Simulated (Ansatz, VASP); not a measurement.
## Two plane-wave programs on Sb

Contents of INCAR:

```
SYSTEM = Sb
PREC     = Accurate       ! precision mode
ENCUT    = 520            ! plane-wave cutoff, eV
EDIFF    = 1E-6           ! SCF threshold, eV
ISMEAR   = 0              ! smearing method
SIGMA    = 0.15           ! smearing width, eV
LREAL    = .False.        ! projectors in reciprocal space
LASPH    = .True.         ! aspherical terms in the spheres
NELM     = 60             ! most SCF steps
ALGO     = Normal         ! electronic algorithm
ISIF     = 2              ! what is computed and relaxed
LWAVE    = .False.        ! write WAVECAR
LCHARG   = .False.        ! write CHGCAR
GGA      = PS             ! functional
NBANDS   = 8              ! bands
```

File KPOINTS:

```
regular mesh
0
Gamma
  18 18 18
  0 0 0
```

Contents of POSCAR:

```
Sb
1.0
    0.0000000000      2.3712425216      2.3712425216
    2.3119614586      0.0000000000      2.3712425216
    2.3119614586      2.3712425216      0.0000000000
Sb
1
Direct
    0.0000000000      0.0000000000      0.0000000000
```

Input for Ansatz:

```yaml
crystal:
  lattice:
    - [0.0, 2.3712425216, 2.3712425216]
    - [2.3119614586, 0.0, 2.3712425216]
    - [2.3119614586, 2.3712425216, 0.0]
  atoms:
    - { symbol: Sb, position: [0.0, 0.0, 0.0] }
basis:
  ecutwfc: 420
kpoints:
  mp_grid: { grid: [18, 18, 18] }
hamiltonian:
  xc: pbesol
scf:
  occupations: { method: gaussian, width: 0.15 }
output:
  forces: true
  stress: true
  eigenvalues: true
```

Change from the starting cell: strain -0.0250 x Voigt [1, 0, 0, 0, 0, 0], atoms carried along.

Alike in both runs: task single point; functional PBEsol; k mesh 18 × 18 × 18; occupations gaussian, width 0.15 eV; no spin polarisation.

|  | VASP | Ansatz |
| --- | --- | --- |
| version | VASP 6.6.1 | Ansatz 0.2.0 |
| potentials or method | VASP PAW PBE potentials, release 64 (Sb), cutoff 520 eV | scalar-relativistic, plane waves, PAW |
| valence electrons in the cell | 5 | 15 |

```csv
,VASP,Ansatz,Ansatz less VASP
gap on the k mesh at the Fermi level (eV),none,none,-
pressure (GPa),0.5,0.5,+0.01
"traceless stress, the component that is largest in VASP (GPa)",-0.32,-0.32,-0.004
```

VASP's potentials were made for PBE, not for PBEsol. A gap of «none» marks a metal or a gap that the smearing closes. VASP's potentials hold 5 valence electrons a cell and Ansatz's 15, so a difference there can come from the potentials and not from the codes.

Spin-orbit coupling is off throughout.
